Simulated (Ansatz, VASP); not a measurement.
## Li2Nb: VASP beside Ansatz

```
CELL_PARAMETERS angstrom
2.77683 0.00000 0.00000
-1.38841 2.40480 0.00000
0.00000 0.00000 8.43177
ATOMIC_POSITIONS crystal
Li 0.00000 0.00000 0.16456
Li 0.00000 0.00000 0.83544
Nb 0.00000 0.00000 0.50000
```

Alike in both runs: functional PBE; k mesh 9 × 9 × 4; occupations gaussian, width 0.1 eV; no spin polarisation.

Ansatz relaxed the structure, and its values are those at the end. VASP's run is a single point on that final structure, the one shown.

|  | VASP | Ansatz |
| --- | --- | --- |
| version | VASP 6.6.1 | Ansatz 0.2.0 |
| potentials or method | VASP PAW PBE potentials, release 64 (Li_sv, Nb_sv), cutoff 520 eV | scalar-relativistic, plane waves, PAW |
| valence electrons in the cell | 19 | 19 |

|  | VASP | Ansatz | Ansatz less VASP |
| --- | --- | --- | --- |
| gap on the k mesh at the Fermi level (eV) | none | none | - |
| rms of the force components (eV/Å) | 0.003 | 0.004 | +0.0012 |

A gap of «none» marks a metal or a gap that the smearing closes.

Noted on VASP's run: the cutoff is short for stress, so the pressure is rough.
